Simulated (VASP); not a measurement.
Input of a VASP 6.6.1 run:

Contents of INCAR:

```
SYSTEM = Mg16O16F
  ALGO = Normal
  EDIFF = 1E-6
  ENCUT = 520
  GGA = PE
  ISIF = 2
  ISMEAR = -1
  ISPIN = 2
  LASPH = .True.
  LCHARG = .True.
  LELF = .True.
  LORBIT = 11
  LREAL = Auto
  LVHAR = .True.
  LWAVE = .False.
  MAGMOM = 0 0 0 0 0 0 0 0 0 0 0 0 0 0 0 0 0.03 0 0 0 0 0.19 0 0 0 0 0.57 0 0 0 0 0.06 0.18
  NBANDS = 94
  NELM = 150
  NUPDOWN = 1.0
  PREC = Accurate
  SIGMA = 0.01
```

File KPOINTS:

```
Automatic mesh
0
Gamma
  1 1 1
  0.25 0.25 0.25
```

The input POSCAR:

```
Mg16O16F
1.0
   -4.2543812300      4.2543812300      4.2543812300
    4.2543812300     -4.2543812300      4.2543812300
    4.2543812300      4.2543812300     -4.2543812300
Mg O F
16 16 1
Direct
    0.0045242772      0.0051117892      0.0046863454
    0.0058801736      0.2570647624      0.7553295829
    0.0065990795      0.5063415532      0.5059414950
    0.0059063818      0.7557227071      0.2566390836
    0.2565388340      0.0064829639      0.7553265272
    0.2403289561      0.2409129424      0.5057183134
    0.2403531665      0.5060217652      0.2405025419
    0.2565043989      0.7557238823      0.0060774995
    0.5058443011      0.0071541544      0.5059915611
    0.5055960864      0.2409336269      0.2404923171
    0.5058211485      0.5063591821      0.0067572694
    0.5012308218      0.7710192911      0.7706401525
    0.7551726858      0.0064676855      0.2566642341
    0.7551811477      0.2570620593      0.0060275510
    0.7704833730      0.5018123399      0.7706420329
    0.7705061730      0.7710578396      0.5013859560
    0.0064719165      0.0070199398      0.5066394814
   -0.0141497663      0.2486815221      0.2482858124
    0.0064846093      0.5070541128      0.0066283435
    0.0286382422      0.7620102254      0.7616226250
    0.2480839029     -0.0135324027      0.2482298701
    0.2481204535      0.2486604850     -0.0139913413
    0.2587004879      0.5068210589      0.7550229578
    0.2587083622      0.7554196078      0.5063923244
    0.5064747101      0.0070001954      0.0065974341
    0.5062814975      0.2592747195      0.7550289516
    0.3927350206      0.3931945469      0.3928902723
    0.5062397758      0.7554193727      0.2588536242
    0.7614477464      0.0291631129      0.7615824311
    0.7548876855      0.2592832989      0.5064381595
    0.7548787535      0.5068322239      0.2588579726
    0.7614673732      0.7619958872      0.0287676382
    0.6516060386      0.6521673423      0.6517269728
```

Potentials or basis: VASP PAW PBE potentials, release 64 (Mg, O, F).

Launch:

```bash
$ cat potpaw_PBE.64/Mg/POTCAR potpaw_PBE.64/O/POTCAR potpaw_PBE.64/F/POTCAR > POTCAR
$ mpirun -np 1 vasp_std > vasp.out
```

Estimate the pressure.

8.0 GPa.

Estimate the largest force.

0.022 eV/Å.

Forces in eV/Å, atoms in the order of the input:
```
Mg  -0.003  0.001 -0.001
Mg  -0.003  0.005  0.001
Mg   0.000 -0.001 -0.001
Mg  -0.001  0.000  0.005
Mg   0.003 -0.002 -0.005
Mg  -0.004 -0.003 -0.004
Mg  -0.002 -0.006 -0.001
Mg   0.004 -0.003  0.000
Mg  -0.002 -0.008 -0.002
Mg  -0.004 -0.004 -0.006
Mg  -0.001 -0.003 -0.003
Mg  -0.012  0.012  0.012
Mg  -0.002 -0.002  0.003
Mg   0.000  0.004 -0.003
Mg   0.012 -0.012  0.014
Mg   0.012  0.013 -0.012
O   -0.001 -0.002  0.002
O    0.006  0.002  0.005
O   -0.002  0.003 -0.003
O   -0.005 -0.004 -0.003
O    0.001  0.013 -0.001
O    0.005  0.001  0.009
O    0.002  0.000 -0.005
O    0.005 -0.005 -0.001
O    0.003  0.000  0.001
O   -0.002  0.003 -0.007
O    0.000  0.001  0.002
O   -0.002 -0.005  0.005
O   -0.001 -0.002 -0.002
O   -0.007  0.002 -0.003
O   -0.006 -0.002  0.002
O   -0.002 -0.004 -0.005
F    0.009  0.005  0.007
```

Caveat: the k points lie up to 1.04 Å⁻¹ apart; the total moment is fixed, so each spin has its own Fermi level.
